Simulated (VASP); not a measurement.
# Pt (Im-3m) in VASP: notebook

Pt is run at these levels: r2SCAN; tasks: single point.

Program: VASP 6.6.1. These are calculated values, not measurements. Logs are shortened: lines on timing, memory, paths and dates and some standing lists are left out, and cuts for length are marked.

### Step 1. The cell of the first run

It takes space group Im-3m (No. 229, cubic). The conventional cell has a = 3.082 Å, b = 3.082 Å, c = 3.082 Å, α = 90.00°, β = 90.00°, γ = 90.00°. Pt (site symmetry m-3m) has 14 Pt at 2.67 to 3.08 Å within 3.5 Å.

### Step 2. Single point, r2SCAN

POSCAR

```
Pt
1.0
   -1.5407946703      1.5407946703      1.5407946703
    1.5407946703     -1.5407946703      1.5407946703
    1.5407946703      1.5407946703     -1.5407946703
Pt
1
Direct
    0.0000000000      0.0000000000      0.0000000000
```

INCAR.step1

```
ALGO = Normal ; EDIFF = 1E-5
ENCUT = 550 ; GGA = PE
GGA_COMPAT = F ; ISMEAR = 1
LASPH = T ; LCHARG = F
LREAL = F ; LWAVE = T
NBANDS = 11 ; NELM = 120
PREC = Accurate ; SIGMA = 0.1
```

INCAR.step2

```
ALGO = Normal ; EDIFF = 1E-6
ENCUT = 550 ; GGA_COMPAT = F
ISIF = 2 ; ISMEAR = 1
ISTART = 1 ; LASPH = T
LCHARG = T ; LELF = T
LMIXTAU = T ; LREAL = F
LVHAR = T ; LWAVE = F
METAGGA = R2SCAN ; NBANDS = 11
NELM = 120 ; PREC = Accurate
SIGMA = 0.1
```

KPOINTS

```
k-points
0
Gamma
  13 13 13
```

Potentials or basis: VASP PAW PBE potentials, release 64 (Pt).

Launch:

```console
$ cat potpaw_PBE.64/Pt/POTCAR > POTCAR
$ cp INCAR.step1 INCAR
$ mpirun -np 1 vasp_std > vasp.out
$ cp INCAR.step2 INCAR
$ mpirun -np 1 vasp_std > vasp.out
```

OUTCAR:

```text
EDIFF = 1E-6
   ENCUT = 550
   ISIF = 2
   ISMEAR = 1
   ISTART = 1
   LASPH = T
   LREAL = F
   METAGGA = R2SCAN
   NELM = 120
   PREC = Accurate

 ion  position               nearest neighbor table
   1  0.000  0.000  0.000-

  LATTYP: Found a body centered cubic cell.
 ALAT       =     3.0815893406

  Lattice vectors:

 A1 = (  -1.5407946703,   1.5407946703,   1.5407946703)
 A2 = (   1.5407946703,  -1.5407946703,   1.5407946703)
 A3 = (   1.5407946703,   1.5407946703,  -1.5407946703)

Analysis of symmetry for initial positions (statically):
=====================================================================
 Subroutine PRICEL returns:
 Original cell was already a primitive cell.

 Routine SETGRP: Setting up the symmetry group for a
 body centered cubic supercell.

 Subroutine GETGRP returns: Found 48 space group operations
 (whereof 48 operations were pure point group operations)
 out of a pool of 48 trial point group operations.

The static configuration has the point symmetry O_h .

Analysis of symmetry for dynamics (positions and initial velocities):
=====================================================================
 Subroutine PRICEL returns:
 Original cell was already a primitive cell.

 Routine SETGRP: Setting up the symmetry group for a
 body centered cubic supercell.

 Subroutine GETGRP returns: Found 48 space group operations
 (whereof 48 operations were pure point group operations)
 out of a pool of 48 trial point group operations.

The dynamic configuration has the point symmetry O_h .

 Subroutine INISYM returns: Found 48 space group operations
 (whereof 48 operations are pure point group operations),
 and found     1 'primitive' translations

----------------------------------------------------------------------------------------

                                     Primitive cell

  volume of cell :      14.6317

  direct lattice vectors                    reciprocal lattice vectors
    -1.540794670  1.540794670  1.540794670     0.000000000  0.324507872  0.324507872
     1.540794670 -1.540794670  1.540794670     0.324507872  0.000000000  0.324507872
     1.540794670  1.540794670 -1.540794670     0.324507872  0.324507872  0.000000000

  length of vectors
     2.668734653  2.668734653  2.668734653     0.458923434  0.458923434  0.458923434

  position of ions in fractional coordinates (direct lattice)
     0.000000000  0.000000000  0.000000000

  ion indices of the primitive-cell ions
   primitive index   ion index
                 1           1

----------------------------------------------------------------------------------------

 KPOINTS: k-points

Automatic generation of k-mesh.
 Grid dimensions read from file:
 generate k-points for:   13   13   13

 Generating k-lattice:

  Cartesian coordinates                     Fractional coordinates (reciprocal lattice)
     0.000000000  0.024962144  0.024962144     0.076923077  0.000000000  0.000000000
     0.024962144  0.000000000  0.024962144     0.000000000  0.076923077  0.000000000
     0.024962144  0.024962144  0.000000000     0.000000000  0.000000000  0.076923077

  Length of vectors
     0.035301803  0.035301803  0.035301803

  Shift w.r.t. Gamma in fractional coordinates (k-lattice)
     0.000000000  0.000000000  0.000000000

 Subroutine IBZKPT returns following result:
 ===========================================

 Found     84 irreducible k-points:

 Following reciprocal coordinates:
            Coordinates               Weight
  0.000000  0.000000  0.000000      1.000000
  0.076923  0.000000  0.000000     12.000000
  0.153846  0.000000  0.000000     12.000000
  0.230769  0.000000  0.000000     12.000000
  0.307692  0.000000  0.000000     12.000000
  0.384615  0.000000  0.000000     12.000000
[... 16 lines left out ...]
  0.153846  0.076923  0.076923     24.000000
  0.230769  0.076923  0.076923     24.000000
 [... further k-points ...]
   k-points           NKPTS =     84   k-points in BZ     NKDIM =     84   number of bands    NBANDS=     11
   number of dos      NEDOS =    301   number of ions     NIONS =      1
   total plane-waves  NPLWV =   8000
   dimension x,y,z NGX =    20 NGY =   20 NGZ =   20
   dimension x,y,z NGXF=    40 NGYF=   40 NGZF=   40
   ions per type =               1
   NGX,Y,Z   is equivalent  to a cutoff of  12.46, 12.46, 12.46 a.u.
   NGXF,Y,Z  is equivalent  to a cutoff of  24.92, 24.92, 24.92 a.u.
 SYSTEM =  unknown system
   PREC   = accura    normal or accurate (medium, high low for compatibility)
   ISTART =      1    job   : 0-new  1-cont  2-samecut
   ICHARG =      0    charge: 1-file 2-atom 10-const
   ISPIN  =      1    spin polarized calculation?
   LNONCOLLINEAR =      F non collinear calculations
   LSORBIT =      F    spin-orbit coupling
   LASPH  =      T    aspherical Exc in radial PAW
   ENCUT  =  550.0 eV  40.42 Ry    6.36 a.u.   5.10  5.10  5.10*2*pi/ulx,y,z
   NELM   =    120;   NELMIN=  2; NELMDL=  0     # of ELM steps
   EDIFF  = 0.1E-05   stopping-criterion for ELM
   LREAL  =      F    real-space projection
   EDIFFG = 0.1E-04   stopping-criterion for IOM
   NSW    =      0    number of steps for IOM
   IBRION =     -1    ionic relax: 0-MD 1-quasi-New 2-CG
   NFREE  =      0    steps in history (QN), initial steepest desc. (CG)
   ISIF   =      2    stress and relaxation
   ISYM   =      2    0-nonsym 1-usesym 2-fastsym
   POTIM  = 0.5000    time-step for ionic-motion
   TEBEG  =    0.0;   TEEND  =   0.0 temperature during run
   PSTRESS=    0.0 pullay stress
   NELECT =      10.0000    total number of electrons
   NUPDOWN=      -1.0000    fix difference up-down
   EMIN   =  10.00;   EMAX   =-10.00  energy-range for DOS
   EFERMI =   0.00;   METHOD = LEGACY
   ISMEAR =     1;   SIGMA  =   0.10  broadening in eV -4-tet -1-fermi 0-gaus
   EFERMI_NEDOS =   21; number of points for ismear=-14 and -15
   IALGO  =     38    algorithm
   IMIX   =      4    mixing-type and parameters
     AMIX     =   0.40;   BMIX     =  1.00
     AMIX_MAG =   1.60;   BMIX_MAG =  1.00
  volume/ion in A,a.u.               =      14.63        98.74
  Fermi-wavevector in a.u.,A,eV,Ry     =   1.442038  2.725057 28.292960  2.079474
  Thomas-Fermi vector in A             =   2.560603
   LORBIT       =      0    0 simple, 1 ext, 2 COOP (PROOUT), +10 PAW based schemes
   METAGGA = R2SCAN    functional components
   LHFCALC =     F    Hartree Fock is set to
   AEXX    =    0.0000 exact exchange contribution
   IVDW    =     0    specifies the selected vdW correction
   LEPSILON=     F    determine dielectric tensor
   LRPA    =     F    only Hartree local field effects (RPA)
 non-spin polarized calculation
 Methfessel and Paxton  Order N= 1 SIGMA  =   0.10
  energy-cutoff  :      550.00
  volume of cell :       14.63
 maximum number of plane-waves:       442
   NGX = 11   NGY = 11   NGZ = 11

 number of electron      10.0000003 magnetization

 Free energy of the ion-electron system (eV)
  ---------------------------------------------------
  ext. energy  EPLUGINS =         0.00000000
  ---------------------------------------------------
  free energy    TOTEN  =       -51.35470380 eV

  energy without entropy =      -51.35581249  energy(sigma->0) =      -51.35507336

 E-fermi :  11.4466     XC(G=0): -14.8290

 val. band max:       11.3911078635   @ k =  -0.3846  -0.4615   0.1538
 cond. band min:      11.4512511667   @ k =  -0.3846  -0.4615   0.2308
 fundamental gap:      0.0601433031
 Fermi energy:        11.4465872036

 k-point     1 :       0.0000    0.0000    0.0000
  band No.  band energies     occupation
      1       0.7863      2.00000
      2       7.3129      2.00000
      3       7.3129      2.00000
      4       7.3129      2.00000
      5      10.1167      2.00000
      6      10.1167      2.00000
      7      29.4216      0.00000
      8      29.4216      0.00000
      9      29.4216      0.00000
     10      40.8763      0.00000
     11      40.8763      0.00000

 k-point     2 :       0.0769    0.0000    0.0000
  band No.  band energies     occupation
      1       1.0559      2.00000
      2       7.2025      2.00000
      3       7.3113      2.00000
      4       7.5369      2.00000
      5       9.9757      2.00000
      6      10.1237      2.00000
      7      29.5539      0.00000
      8      29.6832      0.00000
      9      29.8271      0.00000
     10      38.1510      0.00000
     11      38.8749      0.00000

 k-point     3 :       0.1538    0.0000    0.0000
  band No.  band energies     occupation
      1       1.8132      2.00000
      2       6.9084      2.00000
      3       7.2828      2.00000
      4       8.1894      2.00000
      5       9.7134      2.00000
      6      10.1518      2.00000
      7      29.6138      0.00000
      8      29.8101      0.00000
      9      30.9900      0.00000
     10      36.1687      0.00000
     11      36.4178      0.00000

 k-point     4 :       0.2308    0.0000    0.0000
  band No.  band energies     occupation
      1       2.8456      2.00000
      2       6.5195      2.00000
      3       7.3064      2.00000
      4       9.2064      2.00000
      5       9.6183      2.00000
      6      10.2136      2.00000
      7      28.0768      0.00000
      8      28.8249      0.00000
      9      32.7640      0.00000
     10      35.8752      0.00000
     11      36.0711      0.00000
[... 239 lines left out ...]
 k-point    22 :       0.0769    0.0769    0.0769
  band No.  band energies     occupation
      1       2.2873      2.00000
      2       6.8374      2.00000
      3       6.8374      2.00000
      4       8.9157      2.00000
      5       9.9357      2.00000
      6       9.9357      2.00000
      7      29.8180      0.00000
      8      29.8180      0.00000
      9      30.5682      0.00000
     10      33.8365      0.00000
     11      37.9386      0.00000

 k-point    23 :       0.1538    0.0769    0.0769
  band No.  band energies     occupation
      1       3.3105      2.00000
      2       6.4368      2.00000
      3       6.6858      2.00000
      4       9.8084      2.00000
      5      10.1328      2.00000
      6      10.1570      2.00000
      7      28.1655      0.00000
      8      28.7761      0.00000
      9      30.8789      0.00000
     10      31.7799      0.00000
     11      38.7458      0.00000

 k-point    24 :       0.2308    0.0769    0.0769
  band No.  band energies     occupation
      1       4.1584      2.00000
      2       6.0771      2.00000
      3       7.0225      2.00000
      4       9.8648      2.00000
      5      10.3023      2.00000
      6      11.6603     -0.01000
      7      24.7647      0.00000
      8      27.3679      0.00000
      9      29.3755      0.00000
     10      33.5974      0.00000
     11      40.0210      0.00000

 [... further k-points ...]
[... 5 lines left out ...]
  --------------------------------------------------------------------------------------
  -------------------------------------------------------------------------------------
  Total        1.6207902      1.6207902      1.6207902     -0.0000000     -0.0000000      0.0000000
  in kB      177.4774117    177.4774117    177.4774117     -0.0000000     -0.0000000      0.0000000
  external PRESSURE =     177.4774117 kB  Pullay stress =       0.0000000 kB

 VOLUME and BASIS-vectors are now :
 -----------------------------------------------------------------------------
  energy-cutoff  :      550.00
  volume of cell :       14.63
      direct lattice vectors                 reciprocal lattice vectors
    -1.540794670  1.540794670  1.540794670     0.000000000  0.324507872  0.324507872
     1.540794670 -1.540794670  1.540794670     0.324507872  0.000000000  0.324507872
     1.540794670  1.540794670 -1.540794670     0.324507872  0.324507872  0.000000000

 POSITION                                       TOTAL-FORCE (eV/Angst)
 -----------------------------------------------------------------------------------
      0.00000      0.00000      0.00000        -0.000000     -0.000000      0.000000
 -----------------------------------------------------------------------------------
    total drift:                                0.000000     -0.000000      0.000000

  FREE ENERGIE OF THE ION-ELECTRON SYSTEM (eV)
  ---------------------------------------------------
  free  energy   TOTEN  =       -51.3547037991 eV

  energy  without entropy=      -51.3558124909  energy(sigma->0) =      -51.35507336
```

Run time: 50 s. Hardware: 1 thread of Intel Xeon Platinum 8259CL at 2.50GHz (Skylake/Cascade Lake), shared host; peak memory 0.14 GiB.

What came out:

```yaml
Free_energy: -51.3547 eV
Pressure: 17.7 GPa
Band_gap_on_the_k_mesh: zero (band 5 reaches 12.49 eV, above the bottom of band 6 at 9.94 eV)
```

Caveat: the PAW data sets were made with another functional, which shifts forces and pressure a little; spin-orbit coupling is left out, which moves the levels of the heavy elements.

### Step 3. Single point, r2SCAN

This run uses another cell than the first one, of 15.06 Å³/atom, 1.029 times its volume.

POSCAR

```
Pt
1.0
   -1.5555400128      1.5555400128      1.5555400128
    1.5555400128     -1.5555400128      1.5555400128
    1.5555400128      1.5555400128     -1.5555400128
Pt
1
Direct
    0.0000000000      0.0000000000      0.0000000000
```

INCAR.step1

```
SYSTEM = Pt
PREC     = Accurate       ! precision mode
ENCUT    = 550            ! plane-wave cutoff, eV
ISMEAR   = 1              ! smearing method
SIGMA    = 0.1            ! smearing width, eV
LREAL    = .FALSE.        ! projectors in reciprocal space
LASPH    = .TRUE.         ! aspherical terms in the spheres
NELM     = 120            ! most SCF steps
NBANDS   = 11             ! bands
GGA      = PE             ! functional
ALGO     = Normal         ! electronic algorithm
EDIFF    = 1E-5           ! SCF threshold, eV
LWAVE    = .TRUE.         ! write WAVECAR
LCHARG   = .FALSE.        ! write CHGCAR
GGA_COMPAT= .FALSE.
```

INCAR.step2

```
SYSTEM = Pt
PREC     = Accurate       ! precision mode
ENCUT    = 550            ! plane-wave cutoff, eV
EDIFF    = 1E-6           ! SCF threshold, eV
ISMEAR   = 1              ! smearing method
SIGMA    = 0.1            ! smearing width, eV
LREAL    = .FALSE.        ! projectors in reciprocal space
LASPH    = .TRUE.         ! aspherical terms in the spheres
NELM     = 120            ! most SCF steps
ALGO     = Normal         ! electronic algorithm
ISIF     = 2              ! what is computed and relaxed
LWAVE    = .FALSE.        ! write WAVECAR
LCHARG   = .FALSE.        ! write CHGCAR
METAGGA  = R2SCAN         ! meta-GGA
LMIXTAU  = .TRUE.       
NBANDS   = 11             ! bands
ISTART   = 1            
GGA_COMPAT= .FALSE.
```

KPOINTS

```
regular mesh
0
G
  13 13 13
  0 0 0
```

Potentials or basis: VASP PAW PBE potentials, release 64 (Pt).

Launch:

```console
$ cat potpaw_PBE.64/Pt/POTCAR > POTCAR
$ cp INCAR.step1 INCAR
$ mpirun -np 1 vasp_std > vasp.out
$ cp INCAR.step2 INCAR
$ mpirun -np 1 vasp_std > vasp.out
```

Wall time 46 s (1 thread of Intel Xeon Platinum 8259CL at 2.50GHz (Skylake/Cascade Lake), shared host); peak memory 0.15 GiB.

It converged, with:

```yaml
Free_energy: -51.3889 eV
Pressure: 8.3 GPa
Band_gap_on_the_k_mesh: zero (band 5 reaches 11.88 eV, above the bottom of band 6 at 9.46 eV)
```

Levels at points of the mesh, in eV from the Fermi level:
| k point | band 2 | band 3 | band 4 | band 5 | band 6 | band 7 | band 8 | band 9 |
| --- | --- | --- | --- | --- | --- | --- | --- | --- |
| (0.00, 0.00, 0.00) | -3.96 | -3.96 | -3.96 | -1.27 | -1.27 | 18.00 | 18.00 | 18.00 |

Caveat: the PAW data sets were made with another functional, which shifts forces and pressure a little; spin-orbit coupling is left out, which moves the levels of the heavy elements.
